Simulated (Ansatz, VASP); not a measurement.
## Ba: VASP beside Ansatz

The input POSCAR:

```
Ba
1.0
   -2.0329428863      2.0329428863      1.9228806461
    2.0329428863     -2.0329428863      1.9228806461
    2.0329428863      2.0329428863     -1.9228806461
Ba
1
Direct
    0.0000000000      0.0000000000      0.0000000000
```

The input INCAR.step1:

```
  PREC = Accurate
  ENCUT = 520
  ISMEAR = 0
  SIGMA = 0.1
  LREAL = F
  LASPH = T
  NELM = 100
  NBANDS = 11
  GGA = PE
  ALGO = Normal
  EDIFF = 1E-4
  LWAVE = T
  LCHARG = F
```

Contents of INCAR.step2:

```
  PREC = Accurate
  ENCUT = 520
  EDIFF = 1E-7
  ISMEAR = 0
  SIGMA = 0.1
  LREAL = F
  LASPH = T
  NELM = 100
  ALGO = Normal
  ISIF = 2
  LWAVE = F
  LCHARG = F
  METAGGA = R2SCAN
  LMIXTAU = T
  NBANDS = 11
  ISTART = 1
```

Contents of KPOINTS:

```
regular mesh
0
Gamma
  6 6 6
```

Input for Ansatz:

```yaml
crystal:
  lattice:
    - [-2.0329428863, 2.0329428863, 1.9228806461]
    - [2.0329428863, -2.0329428863, 1.9228806461]
    - [2.0329428863, 2.0329428863, -1.9228806461]
  atoms:
    - { symbol: Ba, position: [0.0, 0.0, 0.0] }
basis:
  ecutwfc: 500
kpoints:
  mp_grid: { grid: [6, 6, 6] }
hamiltonian:
  xc: r2scan
scf:
  occupations: { method: gaussian, width: 0.1 }
output:
  forces: true
  stress: true
  eigenvalues: true
```

Alike in both runs: task single point; functional r2SCAN; k mesh 6 × 6 × 6; occupations gaussian, width 0.1 eV; no spin polarisation.

```csv
,VASP,Ansatz
version,VASP 6.6.1,Ansatz 0.2.0
potentials or method,"VASP PAW PBE potentials, release 64 (Ba_sv), cutoff 520 eV","scalar-relativistic, plane waves, PAW"
valence electrons in the cell,10,10
```

VASP gave:

| Property | Result |
| --- | --- |
| gap on the k mesh at the Fermi level (eV) | none |
| pressure (GPa) | 16.2 |
| traceless stress, the component that is largest in VASP (GPa) | 0.77 |

Question: Which values does Ansatz return?

Answer: gap on the k mesh at the Fermi level (eV): none; pressure (GPa): 14.2; traceless stress, the component that is largest in VASP (GPa): 0.76.

VASP's potentials were made for PBE, not for r2SCAN. A gap of «none» marks a metal or a gap that the smearing closes. With one functional, cell and mesh, what is left measures potentials, basis and numerics.

The k mesh is coarse, so the values compare programs but aren't converged. Spin-orbit coupling is off throughout.
